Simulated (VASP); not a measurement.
# MgS (P6_3mc) in VASP: single point with LDA

Aim: the single point of MgS with LDA.

Program: VASP 6.6.1. These are calculated values, not measurements. Logs are shortened: lines on timing, memory, paths and dates and some standing lists are left out, and cuts for length are marked.

## Step 1: The cell of the first run

Symmetry: P6_3mc, No. 186, hexagonal system. The conventional cell has a = 4.035 Å, b = 4.035 Å, c = 6.432 Å, α = 90.00°, β = 90.00°, γ = 120.00°. Mg (site symmetry 3m) has 4 S at 2.45 to 2.47 Å within 3.2 Å. S (site symmetry 3m) has 4 Mg at 2.45 to 2.47 Å within 3.2 Å.

## Step 2: Single point, LDA

INCAR reads:

```
SYSTEM = MgS
PREC     = Accurate       ! precision mode
ENCUT    = 520            ! plane-wave cutoff, eV
EDIFF    = 1E-6           ! SCF threshold, eV
ISMEAR   = 0              ! smearing method
SIGMA    = 0.05           ! smearing width, eV
LREAL    = .False.        ! projectors in reciprocal space
LASPH    = .True.         ! aspherical terms in the spheres
NELM     = 80             ! most SCF steps
ALGO     = Normal         ! electronic algorithm
ISIF     = 2              ! what is computed and relaxed
LWAVE    = .False.        ! write WAVECAR
LCHARG   = .False.        ! write CHGCAR
NBANDS   = 16             ! bands
```

KPOINTS reads:

```
Automatic mesh
0
Gamma
  12 12 6
  0 0 0
```

POSCAR reads:

```
MgS
1.0
    4.0346224100      0.0000000000      0.0000000000
   -2.0173112000      3.4940855000      0.0000000000
    0.0000000000      0.0000000000      6.4322941800
Mg S
2 2
Direct
    0.6666666700      0.3333333300      0.4957548500
    0.3333333300      0.6666666700      0.9957548500
    0.3333333300      0.6666666700      0.3792441500
    0.6666666700      0.3333333300      0.8792441500
```

Potentials or basis: VASP PAW LDA potentials, release 64 (Mg, S).

The run is started by

```sh
$ cat potpaw_LDA.64/Mg/POTCAR potpaw_LDA.64/S/POTCAR > POTCAR
$ mpirun -np 1 vasp_std > vasp.out
```

OUTCAR:

```text
SYSTEM = MgS
   PREC = Accurate
   ENCUT = 520
   EDIFF = 1E-6
   ISMEAR = 0
   LREAL = .False.
   LASPH = .True.
   NELM = 80
   ISIF = 2

 ion  position               nearest neighbor table
   1  0.667  0.333  0.496-   3 2.45   3 2.45   3 2.45   4 2.47
   2  0.333  0.667  0.996-   4 2.45   4 2.45   4 2.45   3 2.47
   3  0.333  0.667  0.379-   1 2.45   1 2.45   1 2.45   2 2.47
   4  0.667  0.333  0.879-   2 2.45   2 2.45   2 2.45   1 2.47

  LATTYP: Found a hexagonal cell.
 ALAT       =     4.0346224100
 C/A-ratio  =     1.5942741418

  Lattice vectors:

 A1 = (   4.0346224100,   0.0000000000,   0.0000000000)
 A2 = (  -2.0173112000,   3.4940855000,   0.0000000000)
 A3 = (   0.0000000000,   0.0000000000,   6.4322941800)

Analysis of symmetry for initial positions (statically):
=====================================================================
 Subroutine PRICEL returns:
 Original cell was already a primitive cell.

 Routine SETGRP: Setting up the symmetry group for a
 hexagonal supercell.

 Subroutine GETGRP returns: Found 12 space group operations
 (whereof  6 operations were pure point group operations)
 out of a pool of 24 trial point group operations.

The static configuration has the point symmetry C_3v.
 The point group associated with its full space group is C_6v.

Analysis of symmetry for dynamics (positions and initial velocities):
=====================================================================
 Subroutine PRICEL returns:
 Original cell was already a primitive cell.

 Routine SETGRP: Setting up the symmetry group for a
 hexagonal supercell.

 Subroutine GETGRP returns: Found 12 space group operations
 (whereof  6 operations were pure point group operations)
 out of a pool of 24 trial point group operations.

The dynamic configuration has the point symmetry C_3v.
 The point group associated with its full space group is C_6v.

 Subroutine INISYM returns: Found 12 space group operations
 (whereof  6 operations are pure point group operations),
 and found     1 'primitive' translations

----------------------------------------------------------------------------------------

                                     Primitive cell

  volume of cell :      90.6781

  direct lattice vectors                    reciprocal lattice vectors
     4.034622410  0.000000000  0.000000000     0.247854669  0.143098959  0.000000000
    -2.017311200  3.494085500  0.000000000     0.000000000  0.286197919  0.000000000
     0.000000000  0.000000000  6.432294180     0.000000000  0.000000000  0.155465526

  length of vectors
     4.034622410  4.034622406  6.432294180     0.286197919  0.286197919  0.155465526

  position of ions in fractional coordinates (direct lattice)
     0.666666670  0.333333330  0.495754850
     0.333333330  0.666666670  0.995754850
     0.333333330  0.666666670  0.379244150
     0.666666670  0.333333330  0.879244150

  ion indices of the primitive-cell ions
   primitive index   ion index
                 1           1
                 2           2
                 3           3
                 4           4

----------------------------------------------------------------------------------------

 KPOINTS: Automatic mesh

Automatic generation of k-mesh.
 Grid dimensions read from file:
 generate k-points for:   12   12    6

 Generating k-lattice:

  Cartesian coordinates                     Fractional coordinates (reciprocal lattice)
     0.020654556  0.011924913  0.000000000     0.083333333  0.000000000  0.000000000
     0.000000000  0.023849827  0.000000000     0.000000000  0.083333333  0.000000000
     0.000000000  0.000000000  0.025910921     0.000000000  0.000000000  0.166666667

  Length of vectors
     0.023849827  0.023849827  0.025910921

  Shift w.r.t. Gamma in fractional coordinates (k-lattice)
     0.000000000  0.000000000  0.000000000

 Subroutine IBZKPT returns following result:
 ===========================================

 Found     76 irreducible k-points:

 Following reciprocal coordinates:
            Coordinates               Weight
  0.000000  0.000000  0.000000      1.000000
  0.083333 -0.000000  0.000000      6.000000
  0.166667 -0.000000  0.000000      6.000000
  0.250000 -0.000000  0.000000      6.000000
  0.333333 -0.000000  0.000000      6.000000
  0.416667 -0.000000  0.000000      6.000000
[... 16 lines left out ...]
  0.250000 -0.000000  0.166667     12.000000
  0.333333 -0.000000  0.166667     12.000000
 [... further k-points ...]
   k-points           NKPTS =     76   k-points in BZ     NKDIM =     76   number of bands    NBANDS=     16
   number of dos      NEDOS =    301   number of ions     NIONS =      4
   total plane-waves  NPLWV =  43200
   dimension x,y,z NGX =    30 NGY =   30 NGZ =   48
   dimension x,y,z NGXF=    60 NGYF=   60 NGZF=   96
   ions per type =               2   2
   NGX,Y,Z   is equivalent  to a cutoff of  12.36, 12.36, 12.41 a.u.
   NGXF,Y,Z  is equivalent  to a cutoff of  24.72, 24.72, 24.81 a.u.
 SYSTEM =  MgS
   PREC   = accura    normal or accurate (medium, high low for compatibility)
   ISTART =      0    job   : 0-new  1-cont  2-samecut
   ICHARG =      2    charge: 1-file 2-atom 10-const
   ISPIN  =      1    spin polarized calculation?
   LNONCOLLINEAR =      F non collinear calculations
   LSORBIT =      F    spin-orbit coupling
   LASPH  =      T    aspherical Exc in radial PAW
   ENCUT  =  520.0 eV  38.22 Ry    6.18 a.u.   7.50  7.50 11.96*2*pi/ulx,y,z
   NELM   =     80;   NELMIN=  2; NELMDL= -5     # of ELM steps
   EDIFF  = 0.1E-05   stopping-criterion for ELM
   LREAL  =      F    real-space projection
   EDIFFG = 0.1E-04   stopping-criterion for IOM
   NSW    =      0    number of steps for IOM
   IBRION =     -1    ionic relax: 0-MD 1-quasi-New 2-CG
   NFREE  =      0    steps in history (QN), initial steepest desc. (CG)
   ISIF   =      2    stress and relaxation
   ISYM   =      2    0-nonsym 1-usesym 2-fastsym
   POTIM  = 0.5000    time-step for ionic-motion
   TEBEG  =    0.0;   TEEND  =   0.0 temperature during run
   PSTRESS=    0.0 pullay stress
   NELECT =      16.0000    total number of electrons
   NUPDOWN=      -1.0000    fix difference up-down
   EMIN   =  10.00;   EMAX   =-10.00  energy-range for DOS
   EFERMI =   0.00;   METHOD = LEGACY
   ISMEAR =     0;   SIGMA  =   0.05  broadening in eV -4-tet -1-fermi 0-gaus
   EFERMI_NEDOS =   21; number of points for ismear=-14 and -15
   IALGO  =     38    algorithm
   IMIX   =      4    mixing-type and parameters
     AMIX     =   0.40;   BMIX     =  1.00
     AMIX_MAG =   1.60;   BMIX_MAG =  1.00
  volume/ion in A,a.u.               =      22.67       152.98
  Fermi-wavevector in a.u.,A,eV,Ry     =   0.918221  1.735187 11.471486  0.843130
  Thomas-Fermi vector in A             =   2.043279
   LORBIT       =      0    0 simple, 1 ext, 2 COOP (PROOUT), +10 PAW based schemes
   GGA     = CA    functional components
   LHFCALC =     F    Hartree Fock is set to
   AEXX    =    0.0000 exact exchange contribution
   IVDW    =     0    specifies the selected vdW correction
   LEPSILON=     F    determine dielectric tensor
   LRPA    =     F    only Hartree local field effects (RPA)
 non-spin polarized calculation
 Gauss-broadening in eV      SIGMA  =   0.05
  energy-cutoff  :      520.00
  volume of cell :       90.68
 maximum number of plane-waves:      2468
 NGX is ok and might be reduce to    30
   NGX = 15   NGY = 15   NGZ = 23

 number of electron      16.0000003 magnetization

 Free energy of the ion-electron system (eV)
  ---------------------------------------------------
  ext. energy  EPLUGINS =         0.00000000
  ---------------------------------------------------
  free energy    TOTEN  =       -18.79517552 eV

  energy without entropy =      -18.79517552  energy(sigma->0) =      -18.79517552

 E-fermi :   1.2268     XC(G=0):  -8.7575

 val. band max:        1.0295651293   @ k =   0.0000   0.0000   0.0000
 cond. band min:       4.1892346756   @ k =   0.0000   0.0000   0.0000
 fundamental gap:      3.1596695463
 Fermi energy:         1.2267592682

 k-point     1 :       0.0000    0.0000    0.0000
  band No.  band energies     occupation
      1     -10.3526      2.00000
      2      -9.6020      2.00000
      3      -2.2732      2.00000
      4       0.4391      2.00000
      5       0.4391      2.00000
      6       0.8669      2.00000
[... 8 lines left out ...]
     15       9.3503      0.00000
     16       9.9052      0.00000

 k-point     2 :       0.0833   -0.0000    0.0000
  band No.  band energies     occupation
      1     -10.3173      2.00000
      2      -9.5843      2.00000
      3      -2.2181      2.00000
      4       0.2077      2.00000
      5       0.3776      2.00000
      6       0.6048      2.00000
[... 8 lines left out ...]
     15       9.5048      0.00000
     16       9.5862      0.00000

 k-point     3 :       0.1667   -0.0000    0.0000
  band No.  band energies     occupation
      1     -10.2165      2.00000
      2      -9.5368      2.00000
      3      -2.0573      2.00000
      4      -0.3489      2.00000
      5       0.0503      2.00000
      6       0.2278      2.00000
[... 8 lines left out ...]
     15       9.4860      0.00000
     16       9.5952      0.00000

 k-point     4 :       0.2500   -0.0000    0.0000
  band No.  band energies     occupation
      1     -10.0657      2.00000
      2      -9.4765      2.00000
      3      -1.8093      2.00000
      4      -0.9812      2.00000
      5      -0.5320      2.00000
      6       0.0509      2.00000
[... 8 lines left out ...]
     15       9.5072      0.00000
     16       9.9901      0.00000
[... 324 lines left out ...]
 k-point    22 :       0.1667   -0.0000    0.1667
  band No.  band energies     occupation
      1     -10.1766      2.00000
      2      -9.5893      2.00000
      3      -1.9315      2.00000
      4      -0.3110      2.00000
      5      -0.0876      2.00000
      6       0.2621      2.00000
[... 8 lines left out ...]
     15       9.6106      0.00000
     16       9.6475      0.00000

 k-point    23 :       0.2500   -0.0000    0.1667
  band No.  band energies     occupation
      1     -10.0301      2.00000
      2      -9.5206      2.00000
      3      -1.7733      2.00000
      4      -0.9011      2.00000
      5      -0.6080      2.00000
      6       0.0897      2.00000
[... 8 lines left out ...]
     15       9.6837      0.00000
     16      10.0818      0.00000

 k-point    24 :       0.3333   -0.0000    0.1667
  band No.  band energies     occupation
      1      -9.8627      2.00000
      2      -9.4610      2.00000
      3      -1.8009      2.00000
      4      -1.2955      2.00000
      5      -0.9124      2.00000
      6      -0.0633      2.00000
[... 8 lines left out ...]
     15       9.8038      0.00000
     16      10.9644      0.00000

 [... further k-points ...]
[... 5 lines left out ...]
  --------------------------------------------------------------------------------------
  -------------------------------------------------------------------------------------
  Total       -1.3244506     -1.3244506     -1.4245525     -0.0000000      0.0000000      0.0000000
  in kB      -23.4015170    -23.4015170    -25.1702038     -0.0000000      0.0000000      0.0000000
  external PRESSURE =     -23.9910792 kB  Pullay stress =       0.0000000 kB

 VOLUME and BASIS-vectors are now :
 -----------------------------------------------------------------------------
  energy-cutoff  :      520.00
  volume of cell :       90.68
      direct lattice vectors                 reciprocal lattice vectors
     4.034622410  0.000000000  0.000000000     0.247854669  0.143098959  0.000000000
    -2.017311200  3.494085500  0.000000000     0.000000000  0.286197919  0.000000000
     0.000000000  0.000000000  6.432294180     0.000000000  0.000000000  0.155465526

 POSITION                                       TOTAL-FORCE (eV/Angst)
 -----------------------------------------------------------------------------------
      2.01731      1.16470      3.18884        -0.000000      0.000000      0.053491
     -0.00000      2.32939      6.40499        -0.000000      0.000000      0.053491
     -0.00000      2.32939      2.43941        -0.000000      0.000000     -0.053491
      2.01731      1.16470      5.65556         0.000000     -0.000000     -0.053491
 -----------------------------------------------------------------------------------
    total drift:                               -0.000010      0.000006      0.000044

  FREE ENERGIE OF THE ION-ELECTRON SYSTEM (eV)
  ---------------------------------------------------
  free  energy   TOTEN  =       -18.7951755215 eV

  energy  without entropy=      -18.7951755215  energy(sigma->0) =      -18.79517552
```

Wall time 34 s (1 thread of Intel Xeon 6975P-C (Granite Rapids), shared host); peak memory 0.23 GiB.

Results:

| Property | Result |
| --- | --- |
| Free energy | -18.7952 eV |
| Pressure | -2.4 GPa |
| Largest force | 0.053 eV/Å |
| Band gap on the k mesh | 3.16 eV |

Forces on the atoms (eV/Å):
```
Mg   0.000  0.000  0.053
Mg   0.000  0.000  0.053
S    0.000  0.000 -0.053
S    0.000  0.000 -0.053
```

Levels at points of the mesh, in eV from the valence-band top:
```tsv
k point	band 4	band 5	band 6	band 7	band 8	band 9	band 10	band 11	band 12	band 13
(0.00, 0.00, 0.00)	-0.59	-0.59	-0.16	-0.16	0.00	3.16	4.43	7.28	7.28	8.04
(0.50, 0.00, 0.00)	-2.51	-1.93	-1.28	-0.97	-0.48	4.48	4.99	5.57	7.32	8.07
(0.00, 0.00, 0.50)	-1.97	-0.38	-0.38	-0.38	-0.38	4.66	4.66	7.39	7.39	7.44
(0.50, 0.00, 0.50)	-3.20	-0.92	-0.92	-0.83	-0.83	4.40	4.40	6.08	6.08	9.05
```

A k mesh can miss the band edges.
